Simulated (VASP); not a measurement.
A run of VASP 6.6.1 is set up as follows.

The input INCAR:

```
SYSTEM = PbSe
PREC = Accurate ; ENCUT = 520
EDIFF = 1E-6 ; ISMEAR = -1
SIGMA = 0.05 ; LREAL = .FALSE.
LASPH = .TRUE. ; NELM = 80
ALGO = Normal ; ISIF = 2
LWAVE = .FALSE. ; LCHARG = .FALSE.
GGA = PE ; NBANDS = 17
```

File KPOINTS:

```
Automatic mesh
0
G
  8 8 8
  0 0 0
```

The input POSCAR:

```
PbSe
1.0
    0.0000000000      2.9981702236      2.9981702236
    2.9981702236      0.0000000000      2.9981702236
    2.9981702236      2.9981702236      0.0000000000
Pb Se
1 1
Direct
    0.0000000000      0.0000000000      0.0000000000
    0.5000000000      0.5000000000      0.5000000000
```

Potentials or basis: VASP PAW PBE potentials, release 64 (Pb_d, Se).

Run with:

```sh
$ cat potpaw_PBE.64/Pb_d/POTCAR potpaw_PBE.64/Se/POTCAR > POTCAR
$ mpirun -np 1 vasp_std > vasp.out
```

Estimate the pressure.

6.4 GPa.

Estimate the band gap on the k mesh.

0.07 eV, direct.

Caveat: spin-orbit coupling is left out, which moves the levels of the heavy elements. A k mesh can miss the band edges.
